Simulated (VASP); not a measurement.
# Tc (Fd-3m) in VASP: notebook

Tc is run at these levels: PBEsol; tasks: single point, relaxation of cell and atoms.

Program: VASP 6.6.1. These are calculated values, not measurements. Logs are shortened: lines on timing, memory, paths and dates and some standing lists are left out, and cuts for length are marked.

## 1. The cell of the first run

It takes space group Fd-3m (No. 227, cubic). The conventional cell has a = 5.302 Å, b = 5.302 Å, c = 5.302 Å, α = 90.00°, β = 90.00°, γ = 90.00°. Within 3.0 Å of Tc (site symmetry -43m) lie 4 Tc at 2.30 Å.

## 2. Single point, PBEsol

Input file INCAR:

```
PREC = Accurate ; ENCUT = 520
EDIFF = 1E-6 ; ISMEAR = -1
SIGMA = 0.05 ; LREAL = False
LASPH = True ; NELM = 80
ALGO = Normal ; ISIF = 2
LWAVE = False ; LCHARG = True
GGA = PS ; LELF = True
LVHAR = True ; NBANDS = 20
```

Input file KPOINTS:

```
regular mesh
0
Gamma
  7 7 7
```

Input file POSCAR:

```
Tc
1.0
    0.0000000000      2.6510272371      2.6510272371
    2.6510272371      0.0000000000      2.6510272371
    2.6510272371      2.6510272371      0.0000000000
Tc
2
Direct
    0.0000000000      0.0000000000      0.0000000000
    0.2500000000      0.2500000000      0.2500000000
```

Potentials or basis: VASP PAW PBE potentials, release 64 (Tc_pv).

Started as:

```bash
> cat potpaw_PBE.64/Tc_pv/POTCAR > POTCAR
> mpirun -np 1 vasp_std > vasp.out
```

OUTCAR:

```text
PREC = Accurate
   ENCUT = 520
   EDIFF = 1E-6
   ISMEAR = -1
   LREAL = False
   LASPH = True
   NELM = 80
   ISIF = 2
   GGA = PS

 ion  position               nearest neighbor table
   1  0.000  0.000  0.000-   2 2.30   2 2.30   2 2.30   2 2.30
   2  0.250  0.250  0.250-   1 2.30   1 2.30   1 2.30   1 2.30

  LATTYP: Found a face centered cubic cell.
 ALAT       =     5.3020544742

  Lattice vectors:

 A1 = (   0.0000000000,   2.6510272371,   2.6510272371)
 A2 = (   2.6510272371,   0.0000000000,   2.6510272371)
 A3 = (   2.6510272371,   2.6510272371,   0.0000000000)

Analysis of symmetry for initial positions (statically):
[... 6 lines left out ...]

 Subroutine GETGRP returns: Found 48 space group operations
 (whereof 24 operations were pure point group operations)
 out of a pool of 48 trial point group operations.

The static configuration has the point symmetry T_d .
 The point group associated with its full space group is O_h .

Analysis of symmetry for dynamics (positions and initial velocities):
[... 6 lines left out ...]

 Subroutine GETGRP returns: Found 48 space group operations
 (whereof 24 operations were pure point group operations)
 out of a pool of 48 trial point group operations.

The dynamic configuration has the point symmetry T_d .
 The point group associated with its full space group is O_h .

 Subroutine INISYM returns: Found 48 space group operations
 (whereof 24 operations are pure point group operations),
 and found     1 'primitive' translations

----------------------------------------------------------------------------------------

                                     Primitive cell

  volume of cell :      37.2625

  direct lattice vectors                    reciprocal lattice vectors
     0.000000000  2.651027237  2.651027237    -0.188606135  0.188606135  0.188606135
     2.651027237  0.000000000  2.651027237     0.188606135 -0.188606135  0.188606135
     2.651027237  2.651027237  0.000000000     0.188606135  0.188606135 -0.188606135

  length of vectors
     3.749118673  3.749118673  3.749118673     0.326675408  0.326675408  0.326675408

  position of ions in fractional coordinates (direct lattice)
     0.000000000  0.000000000  0.000000000
     0.250000000  0.250000000  0.250000000

  ion indices of the primitive-cell ions
   primitive index   ion index
                 1           1
                 2           2

[... 59 lines left out ...]
   ICHARG =      2    charge: 1-file 2-atom 10-const
   ISPIN  =      1    spin polarized calculation?
   LNONCOLLINEAR =      F non collinear calculations
   LSORBIT =      F    spin-orbit coupling
   LASPH  =      T    aspherical Exc in radial PAW
   ENCUT  =  520.0 eV  38.22 Ry    6.18 a.u.   6.97  6.97  6.97*2*pi/ulx,y,z
   NELM   =     80;   NELMIN=  2; NELMDL= -5     # of ELM steps
   EDIFF  = 0.1E-05   stopping-criterion for ELM
   LREAL  =      F    real-space projection
   EDIFFG = 0.1E-04   stopping-criterion for IOM
   NSW    =      0    number of steps for IOM
   IBRION =     -1    ionic relax: 0-MD 1-quasi-New 2-CG
   NFREE  =      0    steps in history (QN), initial steepest desc. (CG)
   ISIF   =      2    stress and relaxation
   ISYM   =      2    0-nonsym 1-usesym 2-fastsym
   POTIM  = 0.5000    time-step for ionic-motion
   TEBEG  =    0.0;   TEEND  =   0.0 temperature during run
   PSTRESS=    0.0 pullay stress
   NELECT =      26.0000    total number of electrons
   NUPDOWN=      -1.0000    fix difference up-down
   EMIN   =  10.00;   EMAX   =-10.00  energy-range for DOS
   EFERMI =   0.00;   METHOD = LEGACY
   ISMEAR =    -1;   SIGMA  =   0.05  broadening in eV -4-tet -1-fermi 0-gaus
   EFERMI_NEDOS =   21; number of points for ismear=-14 and -15
   IALGO  =     38    algorithm
   IMIX   =      4    mixing-type and parameters
     AMIX     =   0.40;   BMIX     =  1.00
     AMIX_MAG =   1.60;   BMIX_MAG =  1.00
  volume/ion in A,a.u.               =      18.63       125.73
  Fermi-wavevector in a.u.,A,eV,Ry     =   1.452028  2.743936 28.686337  2.108386
  Thomas-Fermi vector in A             =   2.569458
   LORBIT       =      0    0 simple, 1 ext, 2 COOP (PROOUT), +10 PAW based schemes
   GGA     = PS    functional components
   LHFCALC =     F    Hartree Fock is set to
   AEXX    =    0.0000 exact exchange contribution
   IVDW    =     0    specifies the selected vdW correction
   LEPSILON=     F    determine dielectric tensor
   LRPA    =     F    only Hartree local field effects (RPA)
 non-spin polarized calculation
  energy-cutoff  :      520.00
  volume of cell :       37.26
 maximum number of plane-waves:      1013
   NGX = 13   NGY = 13   NGZ = 13

 number of electron      26.0000001 magnetization

 Free energy of the ion-electron system (eV)
  ---------------------------------------------------
  ext. energy  EPLUGINS =         0.00000000
  ---------------------------------------------------
  free energy    TOTEN  =       -19.11202459 eV

  energy without entropy =      -19.10525900  energy(sigma->0) =      -19.10864180

 E-fermi :   8.5537     XC(G=0): -12.0040

 val. band max:        8.4465691090   @ k =  -0.4286   0.2857   0.0000
 cond. band min:       8.7113410253   @ k =   0.1429   0.0000   0.0000
 fundamental gap:      0.2647719164
 Fermi energy:         8.5536577118

 k-point     1 :       0.0000    0.0000    0.0000
  band No.  band energies     occupation
      1     -30.6332      2.00000
      2     -30.6332      2.00000
      3     -30.6332      2.00000
      4     -29.2030      2.00000
      5     -29.2030      2.00000
      6     -29.2030      2.00000
[... 449 lines left out ...]
     19      13.9269      0.00000
     20      15.4158      0.00000

------------------------ aborting loop because EDIFF is reached ----------------------------------------

  FORCE on cell =-STRESS in cart. coord.  units (eV):
  Direction    XX          YY          ZZ          XY          YZ          ZX
  --------------------------------------------------------------------------------------
  -------------------------------------------------------------------------------------
  Total        4.5538723      4.5538723      4.5538723      0.0000000      0.0000000      0.0000000
  in kB      195.8027843    195.8027843    195.8027843      0.0000000      0.0000000      0.0000000
  external PRESSURE =     195.8027843 kB  Pullay stress =       0.0000000 kB

 VOLUME and BASIS-vectors are now :
 -----------------------------------------------------------------------------
  energy-cutoff  :      520.00
  volume of cell :       37.26
      direct lattice vectors                 reciprocal lattice vectors
     0.000000000  2.651027237  2.651027237    -0.188606135  0.188606135  0.188606135
     2.651027237  0.000000000  2.651027237     0.188606135 -0.188606135  0.188606135
     2.651027237  2.651027237  0.000000000     0.188606135  0.188606135 -0.188606135

 POSITION                                       TOTAL-FORCE (eV/Angst)
 -----------------------------------------------------------------------------------
      0.00000      0.00000      0.00000        -0.000000     -0.000000     -0.000000
      1.32551      1.32551      1.32551         0.000000      0.000000      0.000000
 -----------------------------------------------------------------------------------
    total drift:                                0.000000      0.000000      0.000000

  FREE ENERGIE OF THE ION-ELECTRON SYSTEM (eV)
  ---------------------------------------------------
  free  energy   TOTEN  =       -19.1120245937 eV

  energy  without entropy=      -19.1052590020  energy(sigma->0) =      -19.10864180
```

Run time: 14 s. Hardware: 1 thread of Intel Xeon 6975P-C, shared host; peak memory 0.15 GiB.

What came out:

* Free energy: -19.1120 eV
* Pressure: 19.6 GPa
* Band gap on the k mesh: zero (band 13 reaches 9.18 eV, above the bottom of band 14 at 8.21 eV)

Levels at points of the mesh, in eV from the Fermi level:
| k point | band 11 | band 12 | band 13 | band 14 | band 15 | band 16 |
| --- | --- | --- | --- | --- | --- | --- |
| (0.00, 0.00, 0.00) | -2.50 | -2.50 | 0.63 | 0.63 | 0.63 | 3.86 |

Caveat: the PAW data sets were made with another functional, which shifts forces and pressure a little.

## 3. Single point, PBEsol

This run uses another cell than the first one, of 20.53 Å³/atom, 1.102 times its volume.

Input file INCAR:

```
PREC = Accurate
ENCUT = 520
EDIFF = 1E-7
ISMEAR = -1
SIGMA = 0.05
LREAL = F
LASPH = T
NELM = 80
ALGO = Normal
ISIF = 2
LWAVE = F
LCHARG = F
GGA = PS
NBANDS = 20
```

Input file KPOINTS:

```
Automatic mesh
0
Gamma
  7 7 7
```

Input file POSCAR:

```
Tc
1.0
    0.0000000000      2.7383390803      2.7383390803
    2.7383390803      0.0000000000      2.7383390803
    2.7383390803      2.7383390803      0.0000000000
Tc
2
Direct
    0.0000000000      0.0000000000      0.0000000000
    0.2500000000      0.2500000000      0.2500000000
```

Potentials or basis: VASP PAW PBE potentials, release 64 (Tc_pv).

Started as:

```bash
> cat potpaw_PBE.64/Tc_pv/POTCAR > POTCAR
> mpirun -np 1 vasp_std > vasp.out
```

OUTCAR:

```text
PREC = Accurate
   ENCUT = 520
   EDIFF = 1E-7
   ISMEAR = -1
   LREAL = F
   LASPH = T
   NELM = 80
   ISIF = 2
   GGA = PS

 ion  position               nearest neighbor table
   1  0.000  0.000  0.000-   2 2.37   2 2.37   2 2.37   2 2.37
   2  0.250  0.250  0.250-   1 2.37   1 2.37   1 2.37   1 2.37

  LATTYP: Found a face centered cubic cell.
 ALAT       =     5.4766781606

  Lattice vectors:

 A1 = (   0.0000000000,   2.7383390803,   2.7383390803)
 A2 = (   2.7383390803,   0.0000000000,   2.7383390803)
 A3 = (   2.7383390803,   2.7383390803,   0.0000000000)

Analysis of symmetry for initial positions (statically):
[... 6 lines left out ...]

 Subroutine GETGRP returns: Found 48 space group operations
 (whereof 24 operations were pure point group operations)
 out of a pool of 48 trial point group operations.

The static configuration has the point symmetry T_d .
 The point group associated with its full space group is O_h .

Analysis of symmetry for dynamics (positions and initial velocities):
[... 6 lines left out ...]

 Subroutine GETGRP returns: Found 48 space group operations
[... 141 lines left out ...]
  ext. energy  EPLUGINS =         0.00000000
  ---------------------------------------------------
  free energy    TOTEN  =       -19.32514032 eV

  energy without entropy =      -19.31919085  energy(sigma->0) =      -19.32216558

 E-fermi :   7.2472     XC(G=0): -11.4941

 val. band max:        7.1178305010   @ k =  -0.4286   0.2857   0.0000
 cond. band min:       7.4468376506   @ k =   0.1429   0.0000   0.0000
 fundamental gap:      0.3290071496
 Fermi energy:         7.2471581341

 k-point     1 :       0.0000    0.0000    0.0000
  band No.  band energies     occupation
      1     -31.6838      2.00000
      2     -31.6838      2.00000
      3     -31.6838      2.00000
      4     -30.5674      2.00000
      5     -30.5674      2.00000
      6     -30.5674      2.00000
[... 449 lines left out ...]
     19      12.1938      0.00000
     20      13.6199      0.00000

------------------------ aborting loop because EDIFF is reached ----------------------------------------

  FORCE on cell =-STRESS in cart. coord.  units (eV):
  Direction    XX          YY          ZZ          XY          YZ          ZX
  --------------------------------------------------------------------------------------
  -------------------------------------------------------------------------------------
  Total       -0.0877266     -0.0877266     -0.0877266      0.0000000     -0.0000000      0.0000000
  in kB       -3.4225519     -3.4225519     -3.4225519      0.0000000     -0.0000000      0.0000000
  external PRESSURE =      -3.4225519 kB  Pullay stress =       0.0000000 kB

 VOLUME and BASIS-vectors are now :
 -----------------------------------------------------------------------------
  energy-cutoff  :      520.00
  volume of cell :       41.07
      direct lattice vectors                 reciprocal lattice vectors
     0.000000000  2.738339080  2.738339080    -0.182592435  0.182592435  0.182592435
     2.738339080  0.000000000  2.738339080     0.182592435 -0.182592435  0.182592435
     2.738339080  2.738339080  0.000000000     0.182592435  0.182592435 -0.182592435

 POSITION                                       TOTAL-FORCE (eV/Angst)
 -----------------------------------------------------------------------------------
      0.00000      0.00000      0.00000        -0.000000      0.000000      0.000000
      1.36917      1.36917      1.36917         0.000000     -0.000000     -0.000000
 -----------------------------------------------------------------------------------
    total drift:                                0.000000     -0.000000      0.000000

  FREE ENERGIE OF THE ION-ELECTRON SYSTEM (eV)
  ---------------------------------------------------
  free  energy   TOTEN  =       -19.3251403208 eV

  energy  without entropy=      -19.3191908464  energy(sigma->0) =      -19.32216558
```

OSZICAR:

```text
N       E                     dE             d eps       ncg     rms          rms(c)
DAV:   1     0.315540258373E+03    0.31554E+03   -0.15596E+04   816   0.127E+03
DAV:   2    -0.123586116029E+02   -0.32790E+03   -0.31964E+03   876   0.382E+02
DAV:   3    -0.199092962093E+02   -0.75507E+01   -0.75128E+01   876   0.710E+01
DAV:   4    -0.199561077918E+02   -0.46812E-01   -0.46807E-01   864   0.630E+00
DAV:   5    -0.199565991566E+02   -0.49136E-03   -0.49136E-03   876   0.622E-01    0.203E+01
DAV:   6    -0.194190756227E+02    0.53752E+00   -0.11423E+00   840   0.943E+00    0.816E+00
DAV:   7    -0.193358764448E+02    0.83199E-01   -0.14475E-01   844   0.350E+00    0.187E+00
DAV:   8    -0.193250689312E+02    0.10808E-01   -0.17066E-02   820   0.823E-01    0.819E-02
DAV:   9    -0.193251264821E+02   -0.57551E-04   -0.28535E-04   860   0.138E-01    0.421E-02
DAV:  10    -0.193251414601E+02   -0.14978E-04   -0.26858E-05   860   0.511E-02    0.453E-03
DAV:  11    -0.193251406549E+02    0.80521E-06   -0.71307E-07   892   0.830E-03    0.220E-03
DAV:  12    -0.193251402979E+02    0.35701E-06   -0.55871E-08   452   0.192E-03    0.123E-04
DAV:  13    -0.193251403208E+02   -0.22877E-07   -0.35828E-09   420   0.571E-04
   1 F= -.19325140E+02 E0= -.19322166E+02  d E =-.594947E-02
```

stdout:

```text
POSCAR found type information on POSCAR Tc
 POSCAR found :  1 types and       2 ions
 scaLAPACK will be used
 -----------------------------------------------------------------------------
|                                                                             |
|                                                                             |
|     You enforced a specific xc type in the INCAR file but a different       |
|     I HOPE YOU KNOW WHAT YOU ARE DOING!                                     |
|                                                                             |
 -----------------------------------------------------------------------------

 LDA part: xc-table for (Slater+PW92), standard interpolation
 POSCAR, INCAR and KPOINTS ok, starting setup
 FFT: planning ... GRIDC
 FFT: planning ... GRID_SOFT
 FFT: planning ... GRID
 WAVECAR not read
 entering main loop
```

It took 20 s on 1 thread of Intel Xeon 6975P-C, shared host; peak memory 0.17 GiB.

Results:

```
Free energy            : -19.3251 eV
Pressure               : -0.3 GPa
Band gap on the k mesh : zero (band 13 reaches 7.84 eV, above the bottom of band 14 at 6.96 eV)
```

Caveat: the PAW data sets were made with another functional, which shifts forces and pressure a little.

## 4. Relaxation of cell and atoms, PBEsol

Input file INCAR:

```
ALGO     = Normal         # electronic algorithm
EDIFF    = 1E-6           # SCF threshold, eV
EDIFFG   = -0.03          # ionic threshold
ENCUT    = 600            # plane-wave cutoff, eV
GGA      = PS             # functional
IBRION   = 2              # ionic algorithm
ISIF     = 3              # what is computed and relaxed
ISMEAR   = -1             # smearing method
LASPH    = True           # aspherical terms in the spheres
LCHARG   = False          # write CHGCAR
LREAL    = False          # projectors in reciprocal space
LWAVE    = False          # write WAVECAR
NELM     = 80             # most SCF steps
NSW      = 60             # ionic steps
PREC     = Accurate       # precision mode
SIGMA    = 0.05           # smearing width, eV
```

Input file KPOINTS:

```
k-points
0
Gamma
  7 7 7
```

Input file POSCAR:

```
Tc
1.0
    0.0000000000      2.6500000000      2.6500000000
    2.6500000000      0.0000000000      2.6500000000
    2.6500000000      2.6500000000      0.0000000000
Tc
2
Direct
    0.0000000000      0.0000000000      0.0000000000
    0.2500000000      0.2500000000      0.2500000000
```

Started as:

```bash
> cat potpaw_PBE.64/Tc_pv/POTCAR > POTCAR
> mpirun -np 1 vasp_std > vasp.out
```

It took 60 s on 1 thread of Intel Xeon 6975P-C, shared host; peak memory 0.18 GiB.

Results (log left out):

```
Free energy                            : -19.3246 eV
Relaxed volume                         : 20.52 Å³/atom
Relaxed cell                           : a = 3.872 Å, b = 3.872 Å, c = 3.872 Å, α = 60.00°, β = 60.00°, γ = 60.00°
Space group after relaxing (to 0.05 Å) : Fd-3m (No. 227)
Energy gained by relaxing              : 108.5 meV/atom
Ionic steps                            : 4
Pressure after relaxing                : -0.2 GPa
Band gap on the k mesh                 : zero (band 13 reaches 7.85 eV, above the bottom of band 14 at 6.97 eV)
```

The path:
| step | energy change (eV) | largest force (eV/Å) | pressure (GPa) | volume (Å³) |
| --- | --- | --- | --- | --- |
| 1 | 0.0000 | 0.0000 | 19.97 | 37.22 |
| 2 | 0.6714 | 0.0000 | -22.97 | 51.16 |
| 3 | -0.2157 | 0.0000 | -1.25 | 41.32 |
| 4 | -0.2170 | 0.0000 | -0.17 | 41.04 |

Final structure:
```yaml
crystal:
  lattice:
    - [0.00000, 2.73781, 2.73781]
    - [2.73781, 0.00000, 2.73781]
    - [2.73781, 2.73781, 0.00000]
  atoms:
    - { symbol: Tc, position: [0.00000, 0.00000, 0.00000] }
    - { symbol: Tc, position: [0.25000, 0.25000, 0.25000] }
```

Levels at points of the mesh, in eV from the Fermi level:
```tsv
k point	band 10	band 11	band 12	band 13	band 14	band 15	band 16	band 17
(0.00, 0.00, 0.00)	-2.24	-2.24	-2.24	0.59	0.59	0.59	3.42	3.42
```

Caveat: the PAW data sets were made with another functional, which shifts forces and pressure a little.

## 5. Relaxation of cell and atoms, PBEsol, target pressure 20 GPa, at which the enthalpy is minimised

Input file INCAR:

```
SYSTEM = Tc
PREC = Accurate ; ENCUT = 600
EDIFF = 1E-7 ; ISMEAR = -1
SIGMA = 0.05 ; LREAL = .False.
LASPH = .True. ; NELM = 80
ALGO = Normal ; ISIF = 3
LWAVE = .False. ; LCHARG = .False.
GGA = PS ; IBRION = 2
NSW = 60 ; EDIFFG = -0.03
PSTRESS = 200.0
```

Input file KPOINTS:

```
Automatic mesh
0
Gamma
  7 7 7
  0 0 0
```

POSCAR is that of step 4.

Started as:

```bash
> cat potpaw_PBE.64/Tc_pv/POTCAR > POTCAR
> mpirun -np 1 vasp_std > vasp.out
```

Run time: 16 s. Hardware: 1 thread of Intel Xeon 6975P-C, shared host; peak memory 0.17 GiB.

The run converged. Its results:

| Item | Value |
| --- | --- |
| Free energy | -19.1076 eV |
| Pressure after relaxing | 20.0 GPa |
| Band gap on the k mesh | zero (band 13 reaches 9.20 eV, above the bottom of band 14 at 8.23 eV) |

Final structure:
```
Tc
1.0
     0.00000    2.65000    2.65000
     2.65000    0.00000    2.65000
     2.65000    2.65000    0.00000
Tc
2
Direct
  0.00000 0.00000 0.00000
  0.25000 0.25000 0.25000
```

Levels at points of the mesh, in eV from the Fermi level:
```
           k point  band 11  band 12  band 13  band 14  band 15  band 16
(0.00, 0.00, 0.00)    -2.50    -2.50     0.63     0.63     0.63     3.86
```

Caveat: the relaxation stopped at its first step, so nothing moved; the cell is relaxed towards a set pressure, so the enthalpy falls and the energy may rise; the PAW data sets were made with another functional, which shifts forces and pressure a little.

(Part 1 of 2 ends here.)
